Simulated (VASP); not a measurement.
Here is a VASP 6.6.1 calculation.

INCAR

```
SYSTEM = SnTe
PREC = Accurate
ENCUT = 520
EDIFF = 1E-6
ISMEAR = 0
SIGMA = 0.03
LREAL = .False.
LASPH = .True.
NELM = 60
ALGO = Normal
ISIF = 2
LWAVE = .False.
LCHARG = .False.
GGA = PE
NBANDS = 17
```

Contents of KPOINTS:

```
Automatic mesh
0
Gamma
  10 10 10
  0 0 0
```

Contents of POSCAR:

```
SnTe
1.0
    0.0000000000      3.1565000000      3.1565000000
    3.1565000000      0.0000000000      3.1565000000
    3.1565000000      3.1565000000      0.0000000000
Sn Te
1 1
Direct
    0.0000000000      0.0000000000      0.0000000000
    0.5000000000      0.5000000000      0.4887991956
```

Potentials or basis: VASP PAW PBE potentials, release 64 (Sn_d, Te).

Launch:

```sh
$ cat potpaw_PBE.64/Sn_d/POTCAR potpaw_PBE.64/Te/POTCAR > POTCAR
$ mpirun -np 1 vasp_std > vasp.out
```

(1) Predict the band gap on the k mesh.

(2) Estimate the largest force.

(3) Predict the pressure.

Results:

(1) 0.07 eV, direct.

(2) 0.011 eV/Å.

(3) 2.0 GPa.

Caveat: the cell differs from its parent crystal (all Te atoms moved -0.050 Å, as atom 2 along Cartesian [1 1 0]); spin-orbit coupling is left out, which moves the levels of the heavy elements.
